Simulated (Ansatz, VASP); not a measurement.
## One calculation of Ge, two programs

POSCAR

```
Ge
1.0
    1.3971490000     -2.6525263200      0.0000000000
    1.3971490000      2.6525263200      0.0000000000
    0.0000000000      0.0000000000      2.6982310000
Ge
1
Direct
    0.5000000000      0.5000000000      0.0000000000
```

Contents of INCAR.step1:

```
SYSTEM = Ge
ALGO = Normal
EDIFF = 1E-4
ENCUT = 520
GGA = PE
ISMEAR = 0
LASPH = .True.
LCHARG = .False.
LREAL = .False.
LWAVE = .True.
NBANDS = 13
NELM = 60
PREC = Accurate
SIGMA = 0.15
```

Contents of INCAR.step2:

```
SYSTEM = Ge
ALGO = Normal
EDIFF = 1E-6
ENCUT = 520
ISIF = 2
ISMEAR = 0
ISTART = 1
LASPH = .True.
LCHARG = .False.
LMIXTAU = .True.
LREAL = .False.
LWAVE = .False.
METAGGA = R2SCAN
NBANDS = 13
NELM = 60
PREC = Accurate
SIGMA = 0.15
```

Contents of KPOINTS:

```
k-points
0
Gamma
  20 20 18
  0 0 0
```

Input for Ansatz:

```yaml
crystal:
  lattice:
    - [1.397149, -2.65252632, 0.0]
    - [1.397149, 2.65252632, 0.0]
    - [0.0, 0.0, 2.698231]
  atoms:
    - { symbol: Ge, position: [0.5, 0.5, 0.0] }
basis:
  ecutwfc: 500
kpoints:
  mp_grid: { grid: [20, 20, 18] }
hamiltonian:
  xc: r2scan
scf:
  occupations: { method: gaussian, width: 0.15 }
output:
  forces: true
  stress: true
  eigenvalues: true
```

Change from the starting cell: strain +0.0200 x Voigt [0, 1, 0, 0, 0, 0], atoms carried along.

Alike in both runs: task single point; functional r2SCAN; k mesh 20 × 20 × 18; occupations gaussian, width 0.15 eV; no spin polarisation.

|  | VASP | Ansatz |
| --- | --- | --- |
| version | VASP 6.6.1 | Ansatz 0.2.0 |
| potentials or method | VASP PAW PBE potentials, release 64 (Ge_d), cutoff 520 eV | scalar-relativistic, plane waves, PAW |
| valence electrons in the cell | 14 | 14 |

|  | VASP | Ansatz | Ansatz less VASP |
| --- | --- | --- | --- |
| gap on the k mesh at the Fermi level (eV) | none | none | - |
| pressure (GPa) | -4.4 | -4.1 | +0.22 |
| traceless stress, the component that is largest in VASP (GPa) | -1.19 | -1.19 | +0.002 |

VASP's potentials were made for PBE, not for r2SCAN. A gap of «none» marks a metal or a gap that the smearing closes.
